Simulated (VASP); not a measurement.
Set up this calculation in VASP 6.6.1, as the native input.

```
Task                   : single point
Functional             : PBE
Potentials or basis    : VASP PAW PBE potentials, release 64 (B, N)
Cutoff                 : 520 eV
k mesh                 : 12 × 12 × 6
Occupations            : fermi-dirac, width 0.02 eV
Spin                   : no spin polarisation
Dipole correction      : no
Further INCAR settings : ALGO = Normal; EDIFF = 1e-06; NBANDS = 16
```

The structure of BN lies in POSCAR:

```
BN
1.0
    2.6609717014      0.0000000000      0.0000000000
   -1.3304858507      2.2031253271      0.0000000000
    0.0000000000      0.0000000000      4.2078153363
B N
2 2
Direct
    0.3343169296      0.6686338592      0.0002922596
    0.6656830704      0.3313661408      0.5002922596
    0.3316333579      0.6632667157      0.3747077404
    0.6683666421      0.3367332843      0.8747077404
```

This cell differs from its parent crystal: uniaxial x strain +4.6%.

One way to write it, as run:

INCAR

```
PREC = Accurate
ENCUT = 520
EDIFF = 1E-6
ISMEAR = -1
SIGMA = 0.02
LREAL = F
LASPH = T
NELM = 100
ALGO = Normal
ISIF = 2
LWAVE = F
LCHARG = F
GGA = PE
NBANDS = 16
```

KPOINTS

```
Automatic mesh
0
Gamma
  12 12 6
```

Potentials or basis: VASP PAW PBE potentials, release 64 (B, N).

The run is started by

```bash
$ cat potpaw_PBE.64/B/POTCAR potpaw_PBE.64/N/POTCAR > POTCAR
$ mpirun -np 1 vasp_std > vasp.out
```

It gave:

```yaml
Pressure: -10.6 GPa
Largest_force: 0.049 eV/Å
Band_gap_on_the_k_mesh: 5.20 eV (least direct gap 7.55 eV)
```

Caveat: the cell differs from its parent crystal (uniaxial x strain +4.6%); the cell stands under tension.

It took 20 s on 1 thread of AMD EPYC 9R45 (Zen 5), with other jobs on the host, peak memory 0.14 GiB.
